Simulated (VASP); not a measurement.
Input of a VASP 6.6.1 run:

The input INCAR:

```
SYSTEM = Os
ALGO = Normal
EDIFF = 1E-7
EDIFFG = -0.01
ENCUT = 600
GGA = PE
IBRION = 2
ISIF = 4
ISMEAR = 0
LASPH = .True.
LCHARG = .False.
LREAL = .False.
LWAVE = .False.
NELM = 80
NSW = 50
PREC = Accurate
SIGMA = 0.1
```

The input KPOINTS:

```
k-points
0
Gamma
  18 18 10
  0 0 0
```

The input POSCAR:

```
Os
1.0
    2.6649574538      0.0000000000      0.0000000000
   -1.3324787269      2.3079208550      0.0000000000
    0.0000000000      0.0000000000      4.2245711909
Os
2
Direct
    0.3333333333      0.6666666667      0.2500000000
    0.6666666667      0.3333333333      0.7500000000
```

Potentials or basis: VASP PAW PBE potentials, release 64 (Os).

The run is started by

```sh
$ cat potpaw_PBE.64/Os/POTCAR > POTCAR
$ mpirun -np 1 vasp_std > vasp.out
```

**Question.** What does it give for the band gap on the k mesh?

**Answer.** Zero (bands 8 and 9 overlap by 4.46 eV).

Final structure:
```
Os
1.0
     2.66389    0.00000    0.00000
    -1.33194    2.30700    0.00000
     0.00000    0.00000    4.22796
Os
2
Direct
  0.33333 0.66667 0.25000
  0.66667 0.33333 0.75000
```

Caveat: spin-orbit coupling is left out, which moves the levels of the heavy elements.
